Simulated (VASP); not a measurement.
Here is a VASP 6.6.1 calculation.

File INCAR:

```
  PREC = Accurate
  ENCUT = 600
  EDIFF = 1E-6
  ISMEAR = 0
  SIGMA = 0.05
  LREAL = False
  LASPH = True
  NELM = 200
  ALGO = Normal
  ISIF = 2
  LWAVE = False
  LCHARG = False
  ISPIN = 2
  MAGMOM = 7 -7 0 0
  LORBIT = 11
  LMAXMIX = 6
  LDAU = True
  LDAUTYPE = 2
  LDAUL = 3 -1
  LDAUU = 6 0
  LDAUJ = 0 0
  LDAUPRINT = 1
  GGA = PS
  NBANDS = 35
  GGA_COMPAT = False
```

Contents of KPOINTS:

```
Automatic mesh
0
Gamma
  8 8 4
```

File POSCAR:

```
EuS
1.0
    0.0000000000      2.9785018670      2.9785018670
    2.9785018670      0.0000000000      2.9785018670
    5.9570037340      5.9570037340      0.0000000000
Eu S
2 2
Direct
    0.5000000000      0.5000000000      0.2500000000
    0.5000000000      0.5000000000      0.7500000000
    0.0000000000      0.0000000000      0.0000000000
    0.0000000000      0.0000000000      0.5000000000
```

Potentials or basis: VASP PAW PBE potentials, release 64 (Eu, S).

The run is started by

```sh
$ cat potpaw_PBE.64/Eu/POTCAR potpaw_PBE.64/S/POTCAR > POTCAR
$ mpirun -np 1 vasp_std > vasp.out
```

(1) What does it give for the site moments?

(2) Predict the pressure.

## Answers

(1) Eu +6.73, -6.73; S +0.00 μB.

(2) -1.7 GPa.

Caveat: the PAW data sets were made with another functional, which shifts forces and pressure a little.
